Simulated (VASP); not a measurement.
Write the native input for VASP 6.6.1 that does the following.

```
Task                   : single point
Functional             : PBE
Potentials or basis    : VASP PAW PBE potentials, release 64 (Si, Cl)
Cutoff                 : 520 eV
k mesh                 : 6 × 6 × 4
Occupations            : gaussian, width 0.1 eV
Spin                   : no spin polarisation
Dipole correction      : no
Further INCAR settings : ALGO = Normal; EDIFF = 1e-06; NBANDS = 28
```

The structure of SiCl5 lies in POSCAR:

```
SiCl5
1.0
    5.6729530900      0.0000000000      0.0000000000
   -2.8364765400      4.9129214900      0.0000000000
    0.0000000000      0.0000000000      7.0442807600
Si Cl
1 5
Direct
    0.0000000000      0.0000000000      0.1074908800
    0.3333333300      0.6666666700      0.2211582500
    0.6666666700      0.3333333300      0.2211582500
    0.3168399600      0.0000000000      0.2546973600
    0.0000000000      0.3168399600      0.2546973600
    0.6831600400      0.6831600400      0.2546973600
```

The cell was built from a structure type or drawn by symmetry, and may not be a known phase.

The input as run:

INCAR

```
ALGO     = Normal         # electronic algorithm
EDIFF    = 1E-6           # SCF threshold, eV
ENCUT    = 520            # plane-wave cutoff, eV
GGA      = PE             # functional
ISIF     = 2              # what is computed and relaxed
ISMEAR   = 0              # smearing method
LASPH    = T              # aspherical terms in the spheres
LCHARG   = T              # write CHGCAR
LELF     = T              # ELF
LREAL    = F              # projectors in reciprocal space
LVHAR    = T            
LWAVE    = F              # write WAVECAR
NBANDS   = 28             # bands
NELM     = 60             # most SCF steps
PREC     = Accurate       # precision mode
SIGMA    = 0.1            # smearing width, eV
```

KPOINTS

```
k-points
0
Gamma
  6 6 4
```

Potentials or basis: VASP PAW PBE potentials, release 64 (Si, Cl).

Launch:

```sh
$ cat potpaw_PBE.64/Si/POTCAR potpaw_PBE.64/Cl/POTCAR > POTCAR
$ mpirun -np 1 vasp_std > vasp.out
```

Results of the run:

```
Pressure               : 33.2 GPa
Largest force          : 7.476 eV/Å
Band gap on the k mesh : zero (an odd number of electrons rules out a gap without spin polarisation)
```

Caveat: the cell stands under pressure; an odd number of electrons without spin polarisation forces a metal; a magnetic or distorted state may lie lower.

Wall time 110 s on 1 thread of Intel(R) Xeon(R) Platinum 8488C (Sapphire Rapids), with other jobs on the host, peak memory 0.34 GiB.
